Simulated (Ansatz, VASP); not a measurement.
# One calculation of Ag, two programs

Contents of INCAR:

```
SYSTEM = Ag
PREC = Accurate
ENCUT = 520
EDIFF = 1E-8
ISMEAR = -1
SIGMA = 0.08
LREAL = .False.
LASPH = .True.
NELM = 60
ALGO = Normal
ISIF = 2
LWAVE = .False.
LCHARG = .False.
GGA = PE
LEFG = .True.
NBANDS = 30
```

The input KPOINTS:

```
regular mesh
0
Gamma
  14 14 4
  0 0 0
```

File POSCAR:

```
Ag
1.0
    2.8765459973      0.0000000000      0.0000000000
   -1.4382729987      2.4911619089      0.0000000000
    0.0000000000      0.0000000000      9.9665549341
Ag
4
Direct
    0.3333333333      0.6666666667      0.2500000000
    0.6666666667      0.3333333333      0.7500000000
    0.0000000000      0.0000000000      0.0000000000
    0.0000000000      0.0000000000      0.5000000000
```

Input for Ansatz:

```yaml
crystal:
  lattice:
    - [2.8765459973, 0.0, 0.0]
    - [-1.4382729987, 2.4911619089, 0.0]
    - [0.0, 0.0, 9.9665549341]
  atoms:
    - { symbol: Ag, position: [0.3333333333, 0.6666666667, 0.25] }
    - { symbol: Ag, position: [0.6666666667, 0.3333333333, 0.75] }
    - { symbol: Ag, position: [0.0, 0.0, 0.0] }
    - { symbol: Ag, position: [0.0, 0.0, 0.5] }
kpoints:
  mp_grid: { grid: [14, 14, 4] }
scf:
  occupations: { method: fermi_dirac, width: 0.08 }
hamiltonian:
  xc: pbe
  pseudopotentials: { kind: paw }
output:
  forces: true
  stress: true
  eigenvalues: true
  efg: { contact_densities: true }
```

Change from the starting cell: volume scaled by 0.99, PAW files.

Alike in both runs: task electric field gradients; functional PBE; k mesh 14 × 14 × 4; occupations fermi-dirac, width 0.08 eV; no spin polarisation.

|  | VASP | Ansatz |
| --- | --- | --- |
| version | VASP 6.6.1 | Ansatz 0.2.0 |
| potentials or method | VASP PAW PBE potentials, release 64 (Ag) | PAW with Ansatz's default frozen-core files, scalar-relativistic |
| plane-wave cutoff (eV) | 520 | 420 |
| valence electrons in the cell | 44 | 76 |

Ansatz gave:

| Item | Value |
| --- | --- |
| pressure (GPa) | 0.5 |
| traceless stress, the component that is largest in VASP (GPa) | -3.47 |
| size of Vzz on the site where it differs most (V/Å²) | 4.3 |

Problem. Which values does VASP return?

Solution. Pressure (GPa): 0.4; traceless stress, the component that is largest in VASP (GPa): -3.45; size of Vzz on the site where it differs most (V/Å²): 9.7.

VASP's potentials hold 44 valence electrons a cell and Ansatz's 76, so a difference there can come from the potentials and not from the codes.
